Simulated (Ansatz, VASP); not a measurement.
# Ni in VASP and in Ansatz

The input POSCAR:

```
Ni
1.0
    2.6857546775      0.0000000000      0.0000000000
   -1.3428773387      2.3259317790      0.0000000000
    0.0000000000      0.0000000000      7.3148603004
Ni
4
Direct
    0.0000000000      0.0000000000      0.2500000000
    0.0000000000      0.0000000000      0.7500000000
    0.3333333333      0.6666666667      0.7500000000
    0.6666666667      0.3333333333      0.2500000000
```

Contents of INCAR.step1:

```
SYSTEM = Ni
ALGO = Normal
EDIFF = 1E-4
ENCUT = 520
GGA = PE
ISMEAR = 0
ISPIN = 2
LASPH = .TRUE.
LCHARG = .FALSE.
LMAXMIX = 4
LREAL = .FALSE.
LWAVE = .TRUE.
MAGMOM = 2 2 2 2
NBANDS = 32
NELM = 150
PREC = Accurate
SIGMA = 0.1
```

INCAR.step2

```
SYSTEM = Ni
ALGO = Normal
EDIFF = 1E-7
ENCUT = 520
ISIF = 2
ISMEAR = 0
ISPIN = 2
ISTART = 1
LASPH = .TRUE.
LCHARG = .FALSE.
LMAXMIX = 4
LMIXTAU = .TRUE.
LORBIT = 11
LREAL = .FALSE.
LWAVE = .FALSE.
MAGMOM = 2 2 2 2
METAGGA = R2SCAN
NBANDS = 32
NELM = 150
PREC = Accurate
SIGMA = 0.1
```

The input KPOINTS:

```
k-points
0
G
  9 9 4
  0 0 0
```

Input for Ansatz:

```yaml
crystal:
  lattice:
    - [2.6857546775, 0.0, 0.0]
    - [-1.3428773387, 2.325931779, 0.0]
    - [0.0, 0.0, 7.3148603004]
  atoms:
    - { symbol: Ni, position: [0.0, 0.0, 0.25], spin: 2.0 }
    - { symbol: Ni, position: [0.0, 0.0, 0.75], spin: 2.0 }
    - { symbol: Ni, position: [0.3333333333, 0.6666666667, 0.75], spin: 2.0 }
    - { symbol: Ni, position: [0.6666666667, 0.3333333333, 0.25], spin: 2.0 }
basis:
  ecutwfc: 500
kpoints:
  mp_grid: { grid: [9, 9, 4] }
hamiltonian:
  xc: r2scan
scf:
  occupations: { method: gaussian, width: 0.1 }
  lower_state_search: "off"
output:
  forces: true
  stress: true
  eigenvalues: true
  populations: true
magnetization:
  spin_polarized: true
```

Alike in both runs: task single point; functional r2SCAN; k mesh 9 × 9 × 4; occupations gaussian, width 0.1 eV; collinear spin.

```csv
,VASP,Ansatz
version,VASP 6.6.1,Ansatz 0.2.0
potentials or method,"VASP PAW PBE potentials, release 64 (Ni), cutoff 520 eV","scalar-relativistic, plane waves, PAW"
valence electrons in the cell,40,72
```

VASP gave:

| Property | Result |
| --- | --- |
| gap on the k mesh at the Fermi level (eV) | none |
| net moment per atom (μB) | 0.59 |
| size of the moment on the site where the two differ most (μB) | 0.57 |

Problem. Estimate Ansatz's values.

Solution. gap on the k mesh at the Fermi level (eV): none; net moment per atom (μB): 0.48; size of the moment on the site where the two differ most (μB): 0.48.

The net moments are unlike, so the other rows may belong to different states. VASP's potentials were made for PBE, not for r2SCAN. Site moments also hang on the region over which each program counts them. A gap of «none» marks a metal or a gap that the smearing closes. VASP's potentials hold 40 valence electrons a cell and Ansatz's 72, so a difference there can come from the potentials and not from the codes. Ansatz's warnings: stability check not made.
